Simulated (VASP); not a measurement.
A run of VASP 6.6.1 is set up as follows.

Contents of INCAR:

```
PREC     = Accurate       # precision mode
ENCUT    = 520            # plane-wave cutoff, eV
EDIFF    = 1E-6           # SCF threshold, eV
ISMEAR   = 0              # smearing method
SIGMA    = 0.03           # smearing width, eV
LREAL    = F              # projectors in reciprocal space
LASPH    = T              # aspherical terms in the spheres
NELM     = 80             # most SCF steps
ALGO     = Normal         # electronic algorithm
ISIF     = 2              # what is computed and relaxed
LWAVE    = F              # write WAVECAR
LCHARG   = T              # write CHGCAR
GGA      = CA             # functional
LELF     = T              # ELF
LVHAR    = T            
NBANDS   = 21             # bands
```

KPOINTS

```
Automatic mesh
0
Gamma
  12 12 6
```

POSCAR

```
Mg2CdN2
1.0
    3.5528825911      0.0000000000      0.0000000000
   -1.7764412955      3.0768865806      0.0000000000
    0.0000000000      0.0000000000      5.9838310064
Mg Cd N
2 1 2
Direct
    0.6666666667      0.3333333333      0.1534420000
    0.3333333333      0.6666666667      0.8465580000
    0.0000000000      0.0000000000      0.5000000000
    0.6666666667      0.3333333333      0.7722310000
    0.3333333333      0.6666666667      0.2277690000
```

Potentials or basis: VASP PAW LDA potentials, release 64 (Mg, Cd, N).

Run with:

```console
$ cat potpaw_LDA.64/Mg/POTCAR potpaw_LDA.64/Cd/POTCAR potpaw_LDA.64/N/POTCAR > POTCAR
$ mpirun -np 1 vasp_std > vasp.out
```

Predict the band gap on the k mesh.

0.34 eV, indirect (least direct gap 0.71 eV).

Estimate the pressure.

-8.6 GPa.

What does it give for the largest force?

0.087 eV/Å.

Stress tensor (GPa, compression positive):
```
-8.50  0.00  0.00
 0.00 -8.50  0.00
 0.00  0.00 -8.77
```

A k mesh can miss the band edges.
